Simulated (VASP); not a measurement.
# SiO2 (P6_522) in VASP: a series of runs, part 2 of 2

VASP 6.6.1.

### 4 Single point, LDA

This run uses another cell than the first one, of 17.81 Å³/atom.

Input file INCAR:

```
SYSTEM = SiO2
PREC = Accurate
ENCUT = 520
EDIFF = 1E-6
ISMEAR = 0
SIGMA = 0.02
LREAL = Auto
LASPH = .TRUE.
NELM = 60
ALGO = Normal
ISIF = 2
LWAVE = .FALSE.
LCHARG = .FALSE.
GGA = CA
NBANDS = 63
```

Input file KPOINTS:

```
regular mesh
0
G
  6 6 4
  0 0 0
```

Input file POSCAR:

```
SiO2
1.0
    7.2750244854      0.0000000000      0.0000000000
   -3.6375122427      6.3003560175      0.0000000000
    0.0000000000      0.0000000000      6.9941179885
Si O
6 12
Direct
    0.5336655287      0.7668327644      0.4166666667
    0.4663344713      0.2331672356      0.9166666667
    0.2331672356      0.4663344713      0.7500000000
    0.7668327644      0.2331672356      0.5833333333
    0.7668327644      0.5336655287      0.2500000000
    0.2331672356      0.7668327644      0.0833333333
    0.6125229397      0.3874770603      0.0833333333
    0.0000000000      0.6829970840      0.1666666667
    0.7749541206      0.3874770603      0.4166666667
    0.6829970840      0.6829970840      0.3333333333
    0.3170029160      0.3170029160      0.8333333333
    0.6125229397      0.2250458794      0.7500000000
    0.2250458794      0.6125229397      0.9166666667
    0.3170029160      0.0000000000      0.0000000000
    0.0000000000      0.3170029160      0.6666666667
    0.3874770603      0.7749541206      0.2500000000
    0.3874770603      0.6125229397      0.5833333333
    0.6829970840      0.0000000000      0.5000000000
```

Potentials or basis: VASP PAW LDA potentials, release 64 (Si, O).

On the command line:

```
$ cat potpaw_LDA.64/Si/POTCAR potpaw_LDA.64/O/POTCAR > POTCAR
$ mpirun -np 1 vasp_std > vasp.out
```

OUTCAR:

```text
SYSTEM = SiO2
   PREC = Accurate
   ENCUT = 520
   EDIFF = 1E-6
   ISMEAR = 0
   LREAL = Auto
   LASPH = .TRUE.
   NELM = 60
   ISIF = 2
   GGA = CA

 ion  position               nearest neighbor table
   1  0.534  0.767  0.417-  18 1.60  10 1.60  17 1.60  16 1.60
   2  0.466  0.233  0.917-  14 1.60  11 1.60   7 1.60  12 1.60
   3  0.233  0.466  0.750-  15 1.60  11 1.60  13 1.60  17 1.60
   4  0.767  0.233  0.583-  18 1.60  15 1.60   9 1.60  12 1.60
   5  0.767  0.534  0.250-   8 1.60  10 1.60   9 1.60   7 1.60
   6  0.233  0.767  0.083-  14 1.60   8 1.60  13 1.60  16 1.60
   7  0.613  0.387  0.083-   2 1.60   5 1.60
   8  0.000  0.683  0.167-   5 1.60   6 1.60
   9  0.775  0.387  0.417-   4 1.60   5 1.60
  10  0.683  0.683  0.333-   5 1.60   1 1.60
  11  0.317  0.317  0.833-   3 1.60   2 1.60
  12  0.613  0.225  0.750-   2 1.60   4 1.60
  13  0.225  0.613  0.917-   6 1.60   3 1.60
  14  0.317  0.000  0.000-   6 1.60   2 1.60
  15  0.000  0.317  0.667-   3 1.60   4 1.60
  16  0.387  0.775  0.250-   1 1.60   6 1.60
  17  0.387  0.613  0.583-   1 1.60   3 1.60
  18  0.683  0.000  0.500-   4 1.60   1 1.60

  LATTYP: Found a hexagonal cell.
 ALAT       =     7.2750244854
 C/A-ratio  =     0.9613875531

[... 218 lines left out ...]
  band No.  band energies     occupation
      1     -20.7297      2.00000
      2     -19.8260      2.00000
      3     -19.8260      2.00000
      4     -19.8200      2.00000
      5     -19.2880      2.00000
      6     -19.2880      2.00000
[... 1312 lines left out ...]
     59       8.2385      0.00000
     60       8.2385      0.00000
 [bands above 60 left out]

------------------------ aborting loop because EDIFF is reached ----------------------------------------

  FORCE on cell =-STRESS in cart. coord.  units (eV):
  Direction    XX          YY          ZZ          XY          YZ          ZX
  --------------------------------------------------------------------------------------
  -------------------------------------------------------------------------------------
  Total        0.7584264      0.7584264      0.7555637      0.0000000     -0.0000000      0.0000000
  in kB        3.7904567      3.7904567      3.7761492      0.0000000     -0.0000000      0.0000000
  external PRESSURE =       3.7856875 kB  Pullay stress =       0.0000000 kB

 VOLUME and BASIS-vectors are now :
 -----------------------------------------------------------------------------
  energy-cutoff  :      520.00
  volume of cell :      320.58
      direct lattice vectors                 reciprocal lattice vectors
     7.275024485  0.000000000  0.000000000     0.137456582  0.079360595  0.000000000
    -3.637512243  6.300356018  0.000000000     0.000000000  0.158721189  0.000000000
     0.000000000  0.000000000  6.994117989     0.000000000  0.000000000  0.142977285

 POSITION                                       TOTAL-FORCE (eV/Angst)
 -----------------------------------------------------------------------------------
      1.09307      4.83132      2.91422         0.014014      0.008091      0.000000
      2.54445      1.46904      6.41127        -0.014014     -0.008091      0.000000
     -0.00000      2.93807      5.24559        -0.000000     -0.016182      0.000000
      4.73058      1.46904      4.07990         0.014014     -0.008091     -0.000000
      3.63751      3.36228      1.74853         0.000000      0.016182      0.000000
     -1.09307      4.83132      0.58284        -0.014014      0.008091     -0.000000
[... 10 lines left out ...]
      0.59085      3.85911      4.07990        -0.002284      0.001318     -0.000000
      4.96882      0.00000      3.49706        -0.002581     -0.000000      0.000000
 -----------------------------------------------------------------------------------
    total drift:                                0.000003     -0.000002      0.000000

  FREE ENERGIE OF THE ION-ELECTRON SYSTEM (eV)
  ---------------------------------------------------
  free  energy   TOTEN  =      -155.4795472306 eV

  energy  without entropy=     -155.4795472306  energy(sigma->0) =     -155.47954723
```

OSZICAR:

```text
N       E                     dE             d eps       ncg     rms          rms(c)
DAV:   1     0.701917601334E+03    0.70192E+03   -0.47720E+04  2662   0.135E+03
DAV:   2    -0.107355690190E+03   -0.80927E+03   -0.78251E+03  3433   0.324E+02
DAV:   3    -0.176007393330E+03   -0.68652E+02   -0.68355E+02  3164   0.103E+02
DAV:   4    -0.177164671983E+03   -0.11573E+01   -0.11547E+01  3228   0.146E+01
DAV:   5    -0.177192014998E+03   -0.27343E-01   -0.27322E-01  3220   0.213E+00    0.381E+01
DAV:   6    -0.156160379429E+03    0.21032E+02   -0.86904E+01  3042   0.349E+01    0.185E+01
DAV:   7    -0.155734340269E+03    0.42604E+00   -0.24575E+00  3204   0.527E+00    0.648E+00
DAV:   8    -0.155510841265E+03    0.22350E+00   -0.12932E-01  3212   0.169E+00    0.247E+00
DAV:   9    -0.155466861561E+03    0.43980E-01   -0.61291E-02  3268   0.116E+00    0.461E-01
DAV:  10    -0.155477624854E+03   -0.10763E-01   -0.11501E-02  2956   0.391E-01    0.210E-01
DAV:  11    -0.155479055539E+03   -0.14307E-02   -0.58727E-03  3108   0.333E-01    0.830E-02
DAV:  12    -0.155479392113E+03   -0.33657E-03   -0.46831E-04  3044   0.947E-02    0.536E-02
DAV:  13    -0.155479504840E+03   -0.11273E-03   -0.38153E-05  3084   0.322E-02    0.241E-02
DAV:  14    -0.155479546299E+03   -0.41458E-04   -0.45130E-05  3028   0.261E-02    0.811E-03
DAV:  15    -0.155479547231E+03   -0.93210E-06   -0.41183E-06  2892   0.117E-02
   1 F= -.15547955E+03 E0= -.15547955E+03  d E =-.281794E-27
```

stdout:

```text
POSCAR found type information on POSCAR SiO
 POSCAR found :  2 types and      18 ions
 scaLAPACK will be used
 LDA part: xc-table for (Slater(with rela. corr.)+CA(PZ))
 , standard interpolation
 POSCAR, INCAR and KPOINTS ok, starting setup
 FFT: planning ... GRIDC
 FFT: planning ... GRID_SOFT
 FFT: planning ... GRID
 WAVECAR not read
 entering main loop
```

Run time: 14 min. Hardware: 1 thread of Oxide Virtual Turin-like, shared host; peak memory 0.42 GiB.

What came out:

```yaml
Free_energy: -155.4795 eV
Pressure: 0.4 GPa
Largest_force: 0.016 eV/Å
Band_gap_on_the_k_mesh: 5.65 eV (least direct gap 5.81 eV)
```

Forces in eV/Å, atoms in the order of the input:
```
Si   0.014  0.008  0.000
Si  -0.014 -0.008  0.000
Si   0.000 -0.016  0.000
Si   0.014 -0.008  0.000
Si   0.000  0.016  0.000
Si  -0.014  0.008  0.000
O    0.002 -0.001  0.000
O    0.001 -0.002  0.000
O   -0.002 -0.001  0.000
O   -0.001 -0.002  0.000
O    0.001  0.002  0.000
O    0.000  0.003  0.000
O    0.002  0.001  0.000
O    0.003  0.000  0.000
O   -0.001  0.002  0.000
O    0.000 -0.003  0.000
O   -0.002  0.001  0.000
O   -0.003  0.000  0.000
```

A k mesh can miss the band edges.
